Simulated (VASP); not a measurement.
A run of VASP 6.6.1 is set up as follows.

The input INCAR:

```
SYSTEM = SrO
PREC = Accurate
ENCUT = 520
EDIFF = 1E-7
ISMEAR = -1
SIGMA = 0.03
LREAL = .FALSE.
LASPH = .TRUE.
NELM = 80
ALGO = Normal
ISIF = 2
LWAVE = .FALSE.
LCHARG = .FALSE.
GGA = PS
NBANDS = 15
```

Contents of KPOINTS:

```
regular mesh
0
G
  8 8 8
  0 0 0
```

The input POSCAR:

```
SrO
1.0
   -0.0513960000      2.5441020000      2.5441020000
    2.5441020000     -0.0513960000      2.5441020000
    2.5441020000      2.5441020000     -0.0513960000
Sr O
1 1
Direct
    0.0000000000      0.0000000000      0.0000000000
    0.5000000000      0.5000000000      0.5000000000
```

Potentials or basis: VASP PAW PBE potentials, release 64 (Sr_sv, O).

Run with:

```console
$ cat potpaw_PBE.64/Sr_sv/POTCAR potpaw_PBE.64/O/POTCAR > POTCAR
$ mpirun -np 1 vasp_std > vasp.out
```

What does it give for the pressure?

-0.3 GPa.

Estimate the band gap on the k mesh.

3.11 eV, indirect (least direct gap 3.21 eV).

Stress tensor (GPa, compression positive):
```
-0.32  1.04  1.04
 1.04 -0.32  1.04
 1.04  1.04 -0.32
```

Caveat: the cell differs from its parent crystal (equal xy, yz and zx shear strains of -2 %); the PAW data sets were made with another functional, which shifts forces and pressure a little. A k mesh can miss the band edges.
